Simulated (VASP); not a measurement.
A run of VASP 6.6.1 is set up as follows.

Contents of POSCAR:

```
BAs
1.0
    0.0000000000      2.3885000000      2.3885000000
    2.3885000000      0.0000000000      2.3885000000
    2.3885000000      2.3885000000      0.0000000000
As B
1 1
Direct
    0.7500000000      0.7500000000      0.7500000000
    0.0000000000      0.0000000000      0.0000000000
```

File INCAR.step1:

```
PREC = Accurate
ENCUT = 420
EDIFF = 1E-5
ISMEAR = -1
SIGMA = 0.1
LREAL = False
LASPH = True
NELM = 120
ALGO = Normal
ISIF = 2
LWAVE = True
LCHARG = False
NBANDS = 16
GGA = PE
GGA_COMPAT = False
```

The input INCAR.step2:

```
PREC = Accurate
ENCUT = 420
EDIFF = 1E-6
ISMEAR = -1
SIGMA = 0.1
LREAL = False
LASPH = True
NELM = 120
ALGO = Normal
ISIF = 2
LWAVE = False
LCHARG = False
GGA = PE
LHFCALC = True
HFSCREEN = 0.2079
PRECFOCK = Normal
NBANDS = 16
ISTART = 1
GGA_COMPAT = False
```

File KPOINTS:

```
Automatic mesh
0
Gamma
  5 5 5
```

Potentials or basis: VASP PAW PBE potentials, release 64 (As_d, B).

The run is started by

```console
$ cat potpaw_PBE.64/As_d/POTCAR potpaw_PBE.64/B/POTCAR > POTCAR
$ cp INCAR.step1 INCAR
$ mpirun -np 1 vasp_std > vasp.out
$ cp INCAR.step2 INCAR
$ mpirun -np 1 vasp_std > vasp.out
```

(1) What does it give for the pressure?

(2) Estimate the band gap on the k mesh.

Results:

(1) -0.4 GPa.

(2) 1.84 eV (least direct gap 4.13 eV).

Caveat: the k points lie up to 0.46 Å⁻¹ apart; the PAW data sets were made with another functional, which shifts forces and pressure a little; an odd mesh through Γ misses points on the zone boundary, where band edges can lie.
